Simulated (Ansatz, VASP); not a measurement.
## Two plane-wave programs on ZnSnN

```
Zn Sn N
1.0
     4.11575    0.00000    0.00000
     0.00000    4.11575    0.00000
     0.00000    0.00000    3.57876
Zn Sn N
1 1 1
Direct
  0.50000 0.50000 0.50000
  0.00000 0.00000 0.50000
  0.50000 0.50000 0.00000
```

Alike in both runs: functional PBE; k mesh 4 × 4 × 6; occupations gaussian, width 0.1 eV; no spin polarisation.

Ansatz relaxed the structure, and its values are those at the end. VASP's run is a single point on that final structure, the one shown.

```csv
,VASP,Ansatz
version,VASP 6.6.1,Ansatz 0.2.0
potentials or method,"VASP PAW PBE potentials, release 64 (Zn, Sn_d, N), cutoff 520 eV","scalar-relativistic, plane waves, PAW"
valence electrons in the cell,31,31
```

Ansatz gave:

* gap on the k mesh at the Fermi level (eV): none
* pressure (GPa): 0.0

Estimate VASP's values.

gap on the k mesh at the Fermi level (eV): none; pressure (GPa): 0.4.

A gap of «none» marks a metal or a gap that the smearing closes.

The k mesh is coarse, so the values compare programs but aren't converged.
